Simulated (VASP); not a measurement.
Wanted: the native input for a VASP 6.6.1 run.

* Task: relaxation of the atoms
* Functional: PBE
* Potentials or basis: VASP PAW PBE potentials, release 64 (Cd, S)
* Cutoff: 520 eV
* k mesh: 13 × 13 × 13
* Occupations: fermi-dirac, width 0.02 eV
* Spin: no spin polarisation
* Dipole correction: no
* Further INCAR settings: ALGO = Normal; EDIFF = 1e-07; IBRION = 2; EDIFFG = -0.02; NSW = 80

The structure of CdS (Hawleyite) lies in POSCAR:

```
CdS
1.0
    0.0000000000      2.9737007966      2.9737007966
    2.9737007966      0.0000000000      2.9737007966
    2.9737007966      2.9737007966      0.0000000000
Cd S
1 1
Direct
    0.0000000000      0.0000000000      0.0000000000
    0.2500000000      0.2500000000      0.2500000000
```

This cell differs from its parent crystal: volume scaled by 1.06.

These files were run (other wordings do the same):

INCAR

```
  PREC = Accurate
  ENCUT = 520
  EDIFF = 1E-7
  ISMEAR = -1
  SIGMA = 0.02
  LREAL = F
  LASPH = T
  NELM = 80
  ALGO = Normal
  ISIF = 2
  LWAVE = F
  LCHARG = F
  GGA = PE
  IBRION = 2
  NSW = 80
  EDIFFG = -0.02
```

KPOINTS

```
regular mesh
0
Gamma
  13 13 13
```

Potentials or basis: VASP PAW PBE potentials, release 64 (Cd, S).

Launch:

```bash
$ cat potpaw_PBE.64/Cd/POTCAR potpaw_PBE.64/S/POTCAR > POTCAR
$ mpirun -np 1 vasp_std > vasp.out
```

Results of the run:

The pressure after relaxing is -0.3 GPa. The band gap on the k mesh is 1.02 eV, direct.

Caveat: the relaxation stopped at its first step, so nothing moved.

Run time: 95 s on 1 thread of AMD EPYC 7R13 (shared host), peak memory 0.18 GiB.
